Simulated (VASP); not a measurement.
The system is P.

```
P
1.0
     4.56502    0.00000    0.00000
     0.00000    4.56502    0.00000
     0.00000    0.00000    4.55153
P
6
Cartesian
  0.7071 1.5754 1.1379
  3.8579 2.9896 1.1379
  1.5754 3.8579 3.4137
  2.9896 0.7071 3.4137
  2.2825 2.2825 0.0000
  0.0000 0.0000 2.2758
```

- Program: VASP 6.6.1
- Task: relaxation of cell and atoms
- Functional: PBE
- Potentials or basis: VASP PAW PBE potentials, release 64 (P)
- Cutoff: 600 eV
- k mesh: 4 × 4 × 4
- Occupations: gaussian, width 0.1 eV
- Spin: no spin polarisation

At the start: pressure 28.2 GPa; volume 15.81 Å³/atom.

Question: Where does the relaxation end?

Answer: Over 16 steps the energy falls by 391.9 meV/atom and the volume is 20.97 Å³/atom (+32.7 %); space group P-4n2 (No. 118, to 0.05 Å).

The path:
| step | energy change (eV) | largest force (eV/Å) | pressure (GPa) | volume (Å³) |
| --- | --- | --- | --- | --- |
| 1 | 0.0000 | 0.8998 | 28.21 | 94.85 |
| 2 | -1.7753 | 1.3013 | -5.51 | 138.27 |
| 3 | -2.1173 | 1.0511 | 1.11 | 122.36 |
| 4 | -2.1184 | 1.0790 | 0.50 | 123.44 |
| 5 | -2.2810 | 0.6022 | -0.16 | 126.20 |
| 6 | -2.3344 | 0.0534 | -0.41 | 129.11 |
| 7 | -2.3354 | 0.0478 | -0.40 | 128.73 |
| 8 | -2.3354 | 0.0192 | -0.40 | 128.84 |
| 9 | -2.3384 | 0.0404 | 0.05 | 127.77 |
| 10 | -2.3388 | 0.0695 | 0.28 | 127.25 |
| 11 | -2.3409 | 0.0486 | 0.27 | 127.04 |
| 12 | -2.3458 | 0.0118 | 0.25 | 126.39 |
| 13 | -2.3483 | 0.1417 | 0.19 | 125.04 |
| 14 | -2.3486 | 0.1057 | 0.21 | 125.40 |
| 15 | -2.3509 | 0.0685 | 0.03 | 125.62 |
| 16 | -2.3516 | 0.0302 | -0.16 | 125.83 |

Final structure:
```xyz
6
Lattice="5.1995 0.0000 0.0000 0.0000 5.1995 0.0000 0.0000 0.0000 4.6544" Properties=species:S:1:pos:R:3 pbc="T T T"
P     0.7593    1.8405    1.1636
P     4.4402    3.3590    1.1636
P     1.8405    4.4402    3.4908
P     3.3590    0.7593    3.4908
P     2.5998    2.5998    0.0000
P     0.0000    0.0000    2.3272
```

Caveat: the volume moved by over 15 % at a fixed basis, so the end points are rough.
